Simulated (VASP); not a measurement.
Input of a VASP 6.6.1 run:

File INCAR:

```
PREC     = Accurate       # precision mode
ENCUT    = 450            # plane-wave cutoff, eV
EDIFF    = 1E-7           # SCF threshold, eV
ISMEAR   = 0              # smearing method
SIGMA    = 0.1            # smearing width, eV
LREAL    = F              # projectors in reciprocal space
LASPH    = T              # aspherical terms in the spheres
NELM     = 120            # most SCF steps
ALGO     = Normal         # electronic algorithm
ISIF     = 2              # what is computed and relaxed
LWAVE    = F              # write WAVECAR
LCHARG   = F              # write CHGCAR
LDIPOL   = T            
IDIPOL   = 3            
DIPOL    = 0.5 0.5 0.329
GGA      = PE             # functional
IBRION   = 2              # ionic algorithm
NSW      = 36             # ionic steps
EDIFFG   = -0.025         # ionic threshold
GGA_COMPAT= F            
NELMIN   = 4            
NELMDL   = -8           
KPAR     = 4
```

Contents of KPOINTS:

```
Automatic mesh
0
Gamma
  9 4 1
```

The input POSCAR:

```
Ti9S
1.0
    2.8319727881      0.0000000000      0.0000000000
    0.0000000000      7.9316622551      0.0000000000
    0.0000000000      0.0000000000     19.9268841387
Ti S
9 1
Selective dynamics
Direct
    0.0000000000      0.5000000000      0.2007338414  F F F
    0.5000000000      0.1666666667      0.2007338414  F F F
    0.5000000000      0.8333333333      0.2007338414  F F F
    0.0000000000      0.0000000000      0.3122110470  F F F
    0.5000000000      0.6684928840      0.3108725343  F F F
    0.5000000000      0.3315071160      0.3108725343  F F F
    0.0000000000      0.5000000000      0.4177589349  F F F
    0.5000000000      0.1666364345      0.4228902060  F F F
    0.5000000000      0.8333635655      0.4228902060  F F F
    1.0000000000      0.9999697679      0.4923170625  F F T
```

Potentials or basis: VASP PAW PBE potentials, release 64 (Ti_sv, S).

Command:

```console
$ cat potpaw_PBE.64/Ti_sv/POTCAR potpaw_PBE.64/S/POTCAR > POTCAR
$ mpirun -np 4 vasp_std > vasp.out
```

Q: Predict the band gap on the k mesh.

A: Zero (bands 57 and 58 overlap by 0.28 eV).

Q: What does it give for the energy gained by relaxing?

A: 8.0 meV/atom.

Final structure:
```xyz
10
Lattice="2.8320 0.0000 0.0000 0.0000 7.9317 0.0000 0.0000 0.0000 19.9269" Properties=species:S:1:pos:R:3 pbc="T T T"
Ti    0.0000    3.9658    4.0000
Ti    1.4160    1.3219    4.0000
Ti    1.4160    6.6097    4.0000
Ti    0.0000    0.0000    6.2214
Ti    1.4160    5.3023    6.1947
Ti    1.4160    2.6294    6.1947
Ti    0.0000    3.9658    8.3246
Ti    1.4160    1.3217    8.4269
Ti    1.4160    6.6100    8.4269
S     0.0000    7.9314    9.9380
```
